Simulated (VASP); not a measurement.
A run of VASP 6.6.1 is set up as follows.

File INCAR:

```
PREC = Accurate ; ENCUT = 520
EDIFF = 1E-7 ; ISMEAR = -1
SIGMA = 0.1 ; LREAL = F
LASPH = T ; NELM = 150
ALGO = Normal ; ISIF = 2
LWAVE = F ; LCHARG = F
ISPIN = 2 ; MAGMOM = 0.34 0.02
LORBIT = 11 ; NUPDOWN = 0.4
LMAXMIX = 4 ; GGA = CA
NBANDS = 22
```

KPOINTS

```
Automatic mesh
0
Gamma
  11 11 7
```

POSCAR

```
VOs
1.0
    2.7634120100      0.0000000000      0.0000000000
   -1.3817060000      2.3931850000      0.0000000000
    0.0000000000      0.0000000000      4.2580210000
V Os
1 1
Direct
    0.6666666687      0.3333333278      0.0000000000
    0.0000000000      0.0000000000      0.5000000000
```

Potentials or basis: VASP PAW LDA potentials, release 64 (V_sv, Os).

Launch:

```console
$ cat potpaw_LDA.64/V_sv/POTCAR potpaw_LDA.64/Os/POTCAR > POTCAR
$ mpirun -np 1 vasp_std > vasp.out
```

Task: Predict the pressure.

Result: -15.1 GPa.

Stress tensor (GPa, compression positive):
```
-14.54   0.00   0.00
  0.00 -14.54   0.00
  0.00   0.00 -16.22
```

Caveat: the total moment is fixed, so each spin has its own Fermi level.
